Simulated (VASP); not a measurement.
# SrO in VASP: further runs

The runs below take SrO through single point, with r2SCAN, HSE06.

Everything below comes from runs of VASP 6.6.1. Logs are shortened: lines on timing, memory, paths and dates and some standing lists are left out, and cuts for length are marked.

### 1 The cell of the first run

It takes space group I4/mmm (No. 139, tetragonal). Conventional cell: a = 3.630 Å, b = 3.630 Å, c = 5.173 Å, α = 90.00°, β = 90.00°, γ = 90.00°. Sr (site symmetry 4/mmm) has 6 O at 2.57 to 2.59 Å within 3.4 Å. O (site symmetry 4/mmm) has 6 Sr at 2.57 to 2.59 Å within 3.4 Å.

### 2 Single point, r2SCAN (epitaxial xy strain -0.5%)

The input, POSCAR:

```
SrO
1.0
    0.0000000000      2.5669928649      2.5862617628
    2.5669928649      0.0000000000      2.5862617628
    2.5669928649      2.5669928649      0.0000000000
Sr O
1 1
Direct
    0.0000000000      0.0000000000      0.0000000000
    0.5000000000      0.5000000000      0.5000000000
```

The input, INCAR.step1:

```
PREC     = Accurate       # precision mode
ENCUT    = 520            # plane-wave cutoff, eV
ISMEAR   = 0              # smearing method
SIGMA    = 0.01           # smearing width, eV
LREAL    = F              # projectors in reciprocal space
LASPH    = T              # aspherical terms in the spheres
NELM     = 80             # most SCF steps
NBANDS   = 15             # bands
GGA      = PE             # functional
ALGO     = Normal         # electronic algorithm
EDIFF    = 1E-4           # SCF threshold, eV
LWAVE    = T              # write WAVECAR
LCHARG   = F              # write CHGCAR
```

The input, INCAR.step2:

```
PREC     = Accurate       # precision mode
ENCUT    = 520            # plane-wave cutoff, eV
EDIFF    = 1E-6           # SCF threshold, eV
ISMEAR   = 0              # smearing method
SIGMA    = 0.01           # smearing width, eV
LREAL    = F              # projectors in reciprocal space
LASPH    = T              # aspherical terms in the spheres
NELM     = 80             # most SCF steps
ALGO     = Normal         # electronic algorithm
ISIF     = 2              # what is computed and relaxed
LWAVE    = F              # write WAVECAR
LCHARG   = F              # write CHGCAR
METAGGA  = R2SCAN         # meta-GGA
LMIXTAU  = T            
NBANDS   = 15             # bands
ISTART   = 1
```

The input, KPOINTS:

```
regular mesh
0
Gamma
  8 8 8
```

Potentials or basis: VASP PAW PBE potentials, release 64 (Sr_sv, O).

Started as:

```console
$ cat potpaw_PBE.64/Sr_sv/POTCAR potpaw_PBE.64/O/POTCAR > POTCAR
$ cp INCAR.step1 INCAR
$ mpirun -np 1 vasp_std > vasp.out
$ cp INCAR.step2 INCAR
$ mpirun -np 1 vasp_std > vasp.out
```

OUTCAR:

```text
PREC = Accurate
   ENCUT = 520
   EDIFF = 1E-6
   ISMEAR = 0
   LREAL = F
   LASPH = T
   NELM = 80
   ISIF = 2
   METAGGA = R2SCAN
   ISTART = 1

 ion  position               nearest neighbor table
   1  0.000  0.000  0.000-   2 2.57   2 2.57   2 2.57   2 2.57   2 2.59   2 2.59
   2  0.500  0.500  0.500-   1 2.57   1 2.57   1 2.57   1 2.57   1 2.59   1 2.59

  LATTYP: Found a body centered tetragonal cell.
 ALAT       =     3.6302761241
 C/A-ratio  =     1.4248292275

  Lattice vectors:

 A1 = (  -2.5669928649,   0.0000000000,   2.5862617628)
 A2 = (   2.5669928649,   0.0000000000,   2.5862617628)
 A3 = (   0.0000000000,   2.5669928649,  -2.5862617628)

Analysis of symmetry for initial positions (statically):
=====================================================================
 Subroutine PRICEL returns:
 Original cell was already a primitive cell.

 Routine SETGRP: Setting up the symmetry group for a
 body centered tetragonal supercell.

 Subroutine GETGRP returns: Found 16 space group operations
 (whereof 16 operations were pure point group operations)
 out of a pool of 16 trial point group operations.

The static configuration has the point symmetry D_4h.

Analysis of symmetry for dynamics (positions and initial velocities):
=====================================================================
 Subroutine PRICEL returns:
 Original cell was already a primitive cell.

 Routine SETGRP: Setting up the symmetry group for a
 body centered tetragonal supercell.

 Subroutine GETGRP returns: Found 16 space group operations
 (whereof 16 operations were pure point group operations)
 out of a pool of 16 trial point group operations.

The dynamic configuration has the point symmetry D_4h.

 Subroutine INISYM returns: Found 16 space group operations
 (whereof 16 operations are pure point group operations),
 and found     1 'primitive' translations

----------------------------------------------------------------------------------------

                                     Primitive cell

  volume of cell :      34.0841

  direct lattice vectors                    reciprocal lattice vectors
     0.000000000  2.566992865  2.586261763    -0.194780440  0.194780440  0.193329232
     2.566992865  0.000000000  2.586261763     0.194780440 -0.194780440  0.193329232
     2.566992865  2.566992865  0.000000000     0.194780440  0.194780440 -0.193329232

  length of vectors
     3.643926766  3.643926766  3.630276124     0.336533849  0.336533849  0.336533849

  position of ions in fractional coordinates (direct lattice)
     0.000000000  0.000000000  0.000000000
     0.500000000  0.500000000  0.500000000

  ion indices of the primitive-cell ions
   primitive index   ion index
                 1           1
                 2           2

----------------------------------------------------------------------------------------

 KPOINTS: regular mesh

Automatic generation of k-mesh.
 Grid dimensions read from file:
 generate k-points for:    8    8    8

 Generating k-lattice:

  Cartesian coordinates                     Fractional coordinates (reciprocal lattice)
    -0.024347555  0.024347555  0.024166154     0.125000000  0.000000000  0.000000000
     0.024347555 -0.024347555  0.024166154     0.000000000  0.125000000  0.000000000
     0.024347555  0.024347555 -0.024166154     0.000000000  0.000000000  0.125000000

  Length of vectors
     0.042066731  0.042066731  0.042066731

  Shift w.r.t. Gamma in fractional coordinates (k-lattice)
     0.000000000  0.000000000  0.000000000

 Subroutine IBZKPT returns following result:
 ===========================================

 Found     59 irreducible k-points:

 Following reciprocal coordinates:
            Coordinates               Weight
  0.000000  0.000000  0.000000      1.000000
  0.125000  0.000000  0.000000      8.000000
  0.250000  0.000000  0.000000      8.000000
  0.375000  0.000000  0.000000      8.000000
  0.500000  0.000000  0.000000      4.000000
  0.125000  0.125000  0.000000      2.000000
[... 16 lines left out ...]
  0.250000  0.000000  0.125000     16.000000
  0.375000  0.000000  0.125000     16.000000
 [... further k-points ...]
   k-points           NKPTS =     59   k-points in BZ     NKDIM =     59   number of bands    NBANDS=     15
   number of dos      NEDOS =    301   number of ions     NIONS =      2
   total plane-waves  NPLWV =  21952
   dimension x,y,z NGX =    28 NGY =   28 NGZ =   28
   dimension x,y,z NGXF=    56 NGYF=   56 NGZF=   56
   ions per type =               1   1
   NGX,Y,Z   is equivalent  to a cutoff of  12.77, 12.77, 12.82 a.u.
   NGXF,Y,Z  is equivalent  to a cutoff of  25.55, 25.55, 25.64 a.u.
 SYSTEM =  unknown system
   PREC   = accura    normal or accurate (medium, high low for compatibility)
   ISTART =      1    job   : 0-new  1-cont  2-samecut
   ICHARG =      0    charge: 1-file 2-atom 10-const
   ISPIN  =      1    spin polarized calculation?
   LNONCOLLINEAR =      F non collinear calculations
   LSORBIT =      F    spin-orbit coupling
   LASPH  =      T    aspherical Exc in radial PAW
   ENCUT  =  520.0 eV  38.22 Ry    6.18 a.u.   6.78  6.78  6.75*2*pi/ulx,y,z
   NELM   =     80;   NELMIN=  2; NELMDL=  0     # of ELM steps
   EDIFF  = 0.1E-05   stopping-criterion for ELM
   LREAL  =      F    real-space projection
   EDIFFG = 0.1E-04   stopping-criterion for IOM
   NSW    =      0    number of steps for IOM
   IBRION =     -1    ionic relax: 0-MD 1-quasi-New 2-CG
   NFREE  =      0    steps in history (QN), initial steepest desc. (CG)
   ISIF   =      2    stress and relaxation
   ISYM   =      2    0-nonsym 1-usesym 2-fastsym
   POTIM  = 0.5000    time-step for ionic-motion
   TEBEG  =    0.0;   TEEND  =   0.0 temperature during run
   PSTRESS=    0.0 pullay stress
   NELECT =      16.0000    total number of electrons
   NUPDOWN=      -1.0000    fix difference up-down
   EMIN   =  10.00;   EMAX   =-10.00  energy-range for DOS
   EFERMI =   0.00;   METHOD = LEGACY
   ISMEAR =     0;   SIGMA  =   0.01  broadening in eV -4-tet -1-fermi 0-gaus
   EFERMI_NEDOS =   21; number of points for ismear=-14 and -15
   IALGO  =     38    algorithm
   IMIX   =      4    mixing-type and parameters
     AMIX     =   0.40;   BMIX     =  1.00
     AMIX_MAG =   1.60;   BMIX_MAG =  1.00
  volume/ion in A,a.u.               =      17.04       115.01
  Fermi-wavevector in a.u.,A,eV,Ry     =   1.272324  2.404343 22.025209  1.618807
  Thomas-Fermi vector in A             =   2.405208
   LORBIT       =      0    0 simple, 1 ext, 2 COOP (PROOUT), +10 PAW based schemes
   METAGGA = R2SCAN    functional components
   LHFCALC =     F    Hartree Fock is set to
   AEXX    =    0.0000 exact exchange contribution
   IVDW    =     0    specifies the selected vdW correction
   LEPSILON=     F    determine dielectric tensor
   LRPA    =     F    only Hartree local field effects (RPA)
 non-spin polarized calculation
 Gauss-broadening in eV      SIGMA  =   0.01
  energy-cutoff  :      520.00
  volume of cell :       34.08
 maximum number of plane-waves:       941
   NGX = 13   NGY = 13   NGZ = 13

 number of electron      15.9999997 magnetization

 Free energy of the ion-electron system (eV)
  ---------------------------------------------------
  ext. energy  EPLUGINS =         0.00000000
  ---------------------------------------------------
  free energy    TOTEN  =       -27.05346316 eV

  energy without entropy =      -27.05346316  energy(sigma->0) =      -27.05346316

 E-fermi :   1.4707     XC(G=0): -10.5715

 val. band max:        1.3374817089   @ k =   0.0000   0.0000   0.0000
 cond. band min:       5.0633367034   @ k =   0.5000   0.0000   0.5000
 fundamental gap:      3.7258549944
 Fermi energy:         1.4707083644

 k-point     1 :       0.0000    0.0000    0.0000
  band No.  band energies     occupation
      1     -32.1526      2.00000
      2     -14.6960      2.00000
      3     -13.1832      2.00000
      4     -13.1765      2.00000
      5     -13.1765      2.00000
      6       1.3116      2.00000
      7       1.3375      2.00000
      8       1.3375      2.00000
      9       5.9658      0.00000
     10       8.0634      0.00000
     11       8.1190      0.00000
     12       8.1190      0.00000
     13      10.3656      0.00000
     14      10.4666      0.00000
     15      14.6140      0.00000

 k-point     2 :       0.1250    0.0000    0.0000
  band No.  band energies     occupation
      1     -32.1327      2.00000
      2     -14.9852      2.00000
      3     -13.1935      2.00000
      4     -13.1869      2.00000
      5     -12.9378      2.00000
      6       0.9037      2.00000
      7       1.1296      2.00000
      8       1.1432      2.00000
      9       6.6481      0.00000
     10       7.9387      0.00000
     11       8.3963      0.00000
     12       8.4276      0.00000
     13      10.7756      0.00000
     14      10.8800      0.00000
     15      15.6324      0.00000

 k-point     3 :       0.2500    0.0000    0.0000
  band No.  band energies     occupation
      1     -32.0842      2.00000
      2     -15.4986      2.00000
      3     -13.2230      2.00000
      4     -13.2118      2.00000
      5     -12.5427      2.00000
      6       0.1020      2.00000
      7       0.7134      2.00000
      8       0.7204      2.00000
      9       7.8587      0.00000
     10       8.1917      0.00000
     11       9.2469      0.00000
     12       9.2664      0.00000
     13      11.8069      0.00000
     14      11.9162      0.00000
     15      17.6640      0.00000
[... 343 lines left out ...]
 k-point    23 :       0.2500    0.0000    0.1250
  band No.  band energies     occupation
      1     -32.0872      2.00000
      2     -15.3564      2.00000
      3     -13.2834      2.00000
      4     -13.2611      2.00000
      5     -12.6388      2.00000
      6       0.1035      2.00000
      7       0.9484      2.00000
      8       1.0440      2.00000
      9       7.1085      0.00000
     10       7.7289      0.00000
     11       9.4831      0.00000
     12       9.6145      0.00000
     13      11.2185      0.00000
     14      12.1549      0.00000
     15      17.6787      0.00000

 k-point    24 :       0.3750    0.0000    0.1250
  band No.  band energies     occupation
      1     -32.0385      2.00000
      2     -15.7200      2.00000
      3     -13.3127      2.00000
      4     -13.2974      2.00000
      5     -12.4406      2.00000
      6      -0.2728      2.00000
      7       0.4846      2.00000
      8       0.6628      2.00000
      9       7.4591      0.00000
     10       9.0054      0.00000
     11      10.4380      0.00000
     12      10.5788      0.00000
     13      12.4705      0.00000
     14      13.0963      0.00000
     15      17.9274      0.00000

 [... further k-points ...]

------------------------ aborting loop because EDIFF is reached ----------------------------------------

  FORCE on cell =-STRESS in cart. coord.  units (eV):
  Direction    XX          YY          ZZ          XY          YZ          ZX
  --------------------------------------------------------------------------------------
  -------------------------------------------------------------------------------------
  Total        0.3491761      0.3491761      0.1175066      0.0000000      0.0000000      0.0000000
  in kB       16.4135810     16.4135810      5.5235834      0.0000000      0.0000000      0.0000000
  external PRESSURE =      12.7835818 kB  Pullay stress =       0.0000000 kB

 VOLUME and BASIS-vectors are now :
 -----------------------------------------------------------------------------
  energy-cutoff  :      520.00
  volume of cell :       34.08
      direct lattice vectors                 reciprocal lattice vectors
     0.000000000  2.566992865  2.586261763    -0.194780440  0.194780440  0.193329232
     2.566992865  0.000000000  2.586261763     0.194780440 -0.194780440  0.193329232
     2.566992865  2.566992865  0.000000000     0.194780440  0.194780440 -0.193329232

 POSITION                                       TOTAL-FORCE (eV/Angst)
 -----------------------------------------------------------------------------------
      0.00000      0.00000      0.00000        -0.000000      0.000000      0.000000
      2.56699      2.56699      2.58626         0.000000     -0.000000      0.000000
 -----------------------------------------------------------------------------------
    total drift:                                0.000000      0.000000      0.000000

  FREE ENERGIE OF THE ION-ELECTRON SYSTEM (eV)
  ---------------------------------------------------
  free  energy   TOTEN  =       -27.0534631627 eV

  energy  without entropy=      -27.0534631627  energy(sigma->0) =      -27.05346316
```

It took 79 s on 1 thread of AMD EPYC 9R45 (Zen 5), shared host; peak memory 0.15 GiB.

Results:

* Free energy: -27.0535 eV
* Pressure: 1.3 GPa
* Band gap on the k mesh: 3.73 eV (least direct gap 3.81 eV)

Levels at points of the mesh, in eV from the valence-band top:
```csv
k point,band 4,band 5,band 6,band 7,band 8,band 9,band 10,band 11,band 12,band 13
"(0.00, 0.00, 0.00)",-14.51,-14.51,-0.03,0.00,0.00,4.63,6.73,6.78,6.78,9.03
"(0.50, 0.00, 0.00)",-14.58,-13.50,-2.12,-1.13,-1.13,7.09,9.05,9.45,9.46,12.60
"(0.50, 0.50, 0.00)",-14.86,-14.86,-0.47,-0.09,-0.09,3.75,8.49,10.90,11.06,11.68
"(0.50, 0.00, 0.50)",-14.88,-14.87,-0.43,-0.12,-0.08,3.73,8.49,10.89,11.09,11.63
```

Caveat: the cell differs from its parent crystal (epitaxial xy strain -0.5%); the PAW data sets were made with another functional, which shifts forces and pressure a little.

### 3 Single point, HSE06 (strain -2.0%)

The input, POSCAR:

```
SrO
1.0
    0.0000000000      2.5282944800      2.5282944800
    2.5282944800      0.0000000000      2.5282944800
    2.5282944800      2.5282944800      0.0000000000
Sr O
1 1
Direct
    0.0000000000      0.0000000000      0.0000000000
    0.5000000000      0.5000000000      0.5000000000
```

The input, INCAR.step1:

```
SYSTEM = SrO
PREC = Accurate
ENCUT = 520
EDIFF = 1E-5
ISMEAR = 0
SIGMA = 0.01
LREAL = .False.
LASPH = .True.
NELM = 80
ALGO = Normal
ISIF = 2
LWAVE = .True.
LCHARG = .False.
NBANDS = 15
GGA = PE
```

The input, INCAR.step2:

```
SYSTEM = SrO
PREC = Accurate
ENCUT = 520
EDIFF = 1E-7
ISMEAR = 0
SIGMA = 0.01
LREAL = .False.
LASPH = .True.
NELM = 80
ALGO = Normal
ISIF = 2
LWAVE = .False.
LCHARG = .False.
GGA = PE
LHFCALC = .True.
HFSCREEN = 0.2079
PRECFOCK = Normal
NBANDS = 15
ISTART = 1
```

The input, KPOINTS:

```
Automatic mesh
0
Gamma
  6 6 6
  0 0 0
```

Potentials or basis: VASP PAW PBE potentials, release 64 (Sr_sv, O).

Started as:

```console
$ cat potpaw_PBE.64/Sr_sv/POTCAR potpaw_PBE.64/O/POTCAR > POTCAR
$ cp INCAR.step1 INCAR
$ mpirun -np 1 vasp_std > vasp.out
$ cp INCAR.step2 INCAR
$ mpirun -np 1 vasp_std > vasp.out
```

It took 14 min on 1 thread of AMD EPYC 9R45 (Zen 5), shared host; peak memory 0.24 GiB.

It converged, with:

* Free energy: -14.1410 eV
* Pressure: 6.7 GPa
* Band gap on the k mesh: 4.72 eV (least direct gap 4.78 eV)

Levels at points of the mesh, in eV from the valence-band top:
| k point | band 4 | band 5 | band 6 | band 7 | band 8 | band 9 | band 10 | band 11 | band 12 | band 13 |
| --- | --- | --- | --- | --- | --- | --- | --- | --- | --- | --- |
| (0.00, 0.00, 0.00) | -14.43 | -14.43 | 0.00 | 0.00 | 0.00 | 5.87 | 8.00 | 8.00 | 8.00 | 10.36 |
| (0.50, 0.00, 0.00) | -14.52 | -13.39 | -2.37 | -1.31 | -1.31 | 8.49 | 10.43 | 11.03 | 11.03 | 14.50 |
| (0.50, 0.50, 0.00) | -14.89 | -14.89 | -0.38 | -0.06 | -0.06 | 4.72 | 9.98 | 12.40 | 12.66 | 13.51 |

Caveat: the cell differs from its parent crystal (strain -2.0%); the cell stands under pressure; the PAW data sets were made with another functional, which shifts forces and pressure a little.
